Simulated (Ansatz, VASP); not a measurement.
This is a calculation of Na for VASP 6.6.1.

INCAR

```
ALGO = Normal
EDIFF = 1E-6
ENCUT = 520
ISIF = 2
ISMEAR = -1
LASPH = T
LCHARG = F
LREAL = F
LWAVE = F
NBANDS = 10
NELM = 80
PREC = Accurate
SIGMA = 0.05
```

File KPOINTS:

```
k-points
0
Gamma
  9 9 9
```

File POSCAR:

```
Na
1.0
   -2.1410000000      2.1410000000      2.1410000000
    2.1410000000     -2.1410000000      2.1410000000
    2.1410000000      2.1410000000     -2.1410000000
Na
1
Direct
    0.0000000000      0.0000000000      0.0000000000
```

Potentials or basis: VASP PAW LDA potentials, release 64 (Na_pv).

Run with:

```bash
$ cat potpaw_LDA.64/Na_pv/POTCAR > POTCAR
$ mpirun -np 1 vasp_std > vasp.out
```

Q: Translate it to Ansatz 0.2.0. Potentials there: Ansatz PAW.

A: As run (the cutoff follows the program's own potentials):

The input input.yaml:

```yaml
crystal:
  lattice:
    - [-2.141, 2.141, 2.141]
    - [2.141, -2.141, 2.141]
    - [2.141, 2.141, -2.141]
  atoms:
    - { symbol: Na, position: [0.0, 0.0, 0.0] }
hamiltonian:
  xc: lda
  pseudopotentials: { kind: paw }
kpoints:
  mp_grid: { grid: [9, 9, 9] }
scf:
  occupations: { method: fermi_dirac, width: 0.05 }
output:
  forces: true
  stress: true
  eigenvalues: true
```

Potentials or basis: Ansatz PAW.

Launch:

```bash
$ ansatz run input.yaml --threads 2 --pin off --max-ram 5632MiB --backend cpu --events-out ev --progress --plain --runs-dir out
```

Both were run:

|  | VASP | Ansatz | Ansatz less VASP |
| --- | --- | --- | --- |
| gap on the k mesh at the Fermi level (eV) | none | none | - |
| pressure (GPa) | -1.1 | -1.1 | +0.01 |

LDA's correlation is that of Perdew and Zunger in VASP and of Perdew and Wang (1992) in Ansatz. A gap of «none» marks a metal or a gap that the smearing closes. VASP's potentials hold 7 valence electrons a cell and Ansatz's 9, so a difference there can come from the potentials and not from the codes.
